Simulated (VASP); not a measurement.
# MgB3Pd3: single point with PBE

MgB3Pd3:

```
CELL_PARAMETERS angstrom
4.46847 0.00000 0.00000
0.00000 4.46847 0.00000
0.00000 0.00000 4.46847
ATOMIC_POSITIONS crystal
Mg 0.50000 0.50000 0.50000
B 0.00000 0.50000 0.00000
B 0.50000 0.00000 0.00000
B 0.00000 0.00000 0.50000
Pd 0.00000 0.50000 0.50000
Pd 0.50000 0.50000 0.00000
Pd 0.50000 0.00000 0.50000
```

```yaml
Program: VASP 6.6.1
Task: single point
Functional: PBE
Potentials_or_basis: VASP PAW PBE potentials, release 64 (Mg, B, Pd)
Cutoff: 520 eV
k_mesh: 4 × 4 × 4
Occupations: gaussian, width 0.1 eV
Spin: no spin polarisation
Dipole_correction: no
Further_INCAR_settings: ALGO = Normal; EDIFF = 1e-07; NBANDS = 30
```

* Pressure: 18.8 GPa

Levels at points of the mesh, in eV from the Fermi level:
```
           k point  band 17  band 18  band 19  band 20  band 21  band 22  band 23  band 24
(0.00, 0.00, 0.00)    -2.78    -2.78    -2.78     0.09     0.09     0.09     0.15     0.15
(0.50, 0.00, 0.00)    -2.78    -1.23    -1.23    -0.42    -0.17    -0.17     0.43     0.57
(0.50, 0.50, 0.00)    -3.48    -2.55    -2.55     0.42     0.42     0.65     2.20     2.20
(0.50, 0.50, 0.50)    -3.18    -3.18    -2.69    -1.20    -1.20    -1.20     0.19     3.85
```

It took 42 s on 1 thread of Intel(R) Xeon(R) Platinum 8375C CPU @ 2.90GHz (Ice Lake), with other jobs on the host, peak memory 0.21 GiB.
